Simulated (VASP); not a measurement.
Write the native input for VASP 6.6.1 that does the following.

| Property | Result |
| --- | --- |
| Task | single point |
| Functional | PBE |
| Potentials or basis | VASP PAW PBE potentials, release 64 (Al, N) |
| Cutoff | 520 eV |
| k mesh | 10 × 10 × 10 |
| Occupations | gaussian, width 0.05 eV |
| Spin | no spin polarisation |
| Dipole correction | no |
| Further INCAR settings | ALGO = Normal; EDIFF = 1e-06; NBANDS = 11 |

The structure of AlN lies in POSCAR:

```
AlN
1.0
    0.0000000000      2.1839935596      2.0747938816
    2.1839935596      0.0000000000      2.0747938816
    2.1839935596      2.1839935596      0.0000000000
Al N
1 1
Direct
    0.0000000000      0.0000000000      0.0000000000
    0.7500000000      0.7500000000      0.7500000000
```

This cell differs from its parent crystal: strain -0.0500 x Voigt [0, 0, 1, 0, 0, 0].

These files were run (other wordings do the same):

INCAR

```
  PREC = Accurate
  ENCUT = 520
  EDIFF = 1E-6
  ISMEAR = 0
  SIGMA = 0.05
  LREAL = F
  LASPH = T
  NELM = 80
  ALGO = Normal
  ISIF = 2
  LWAVE = F
  LCHARG = T
  GGA = PE
  LELF = T
  LVHAR = T
  NBANDS = 11
```

KPOINTS

```
Automatic mesh
0
Gamma
  10 10 10
```

Potentials or basis: VASP PAW PBE potentials, release 64 (Al, N).

The run is started by

```console
$ cat potpaw_PBE.64/Al/POTCAR potpaw_PBE.64/N/POTCAR > POTCAR
$ mpirun -np 1 vasp_std > vasp.out
```

It gave:

```
Pressure               : 16.3 GPa
Band gap on the k mesh : 3.07 eV, indirect (least direct gap 4.51 eV)
```

Caveat: the cell differs from its parent crystal (strain -0.0500 x Voigt [0, 0, 1, 0, 0, 0]).

Run time: 12 s on 1 thread of AMD EPYC 9R45 96-Core Processor (Zen 5), with other jobs on the host, peak memory 0.12 GiB.
